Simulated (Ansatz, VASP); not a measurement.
As in VASP and in Ansatz

```
CELL_PARAMETERS angstrom
3.35000 0.00000 0.00000
-1.67500 2.90119 0.00000
0.00000 0.00000 28.00000
ATOMIC_POSITIONS crystal
As 0.33333 0.66667 0.51057
As 0.66667 0.33333 0.48943
```

Alike in both runs: task single point; functional LDA; k mesh 9 × 9 × 1; occupations gaussian, width 0.02 eV; no spin polarisation.

|  | VASP | Ansatz |
| --- | --- | --- |
| version | VASP 6.6.1 | Ansatz 0.2.0 |
| potentials or method | VASP PAW LDA potentials, release 64 (As_d), cutoff 520 eV | scalar-relativistic, plane waves, PAW |
| valence electrons in the cell | 30 | 30 |

VASP gave:

| Quantity | Value |
| --- | --- |
| rms of the force components (eV/Å) | 4.925 |

What did Ansatz give for the same quantities?

rms of the force components (eV/Å): 4.863.

LDA's correlation is that of Perdew and Zunger in VASP and of Perdew and Wang (1992) in Ansatz. Atom by atom the forces differ by 0.061 eV/Å (rms over components).
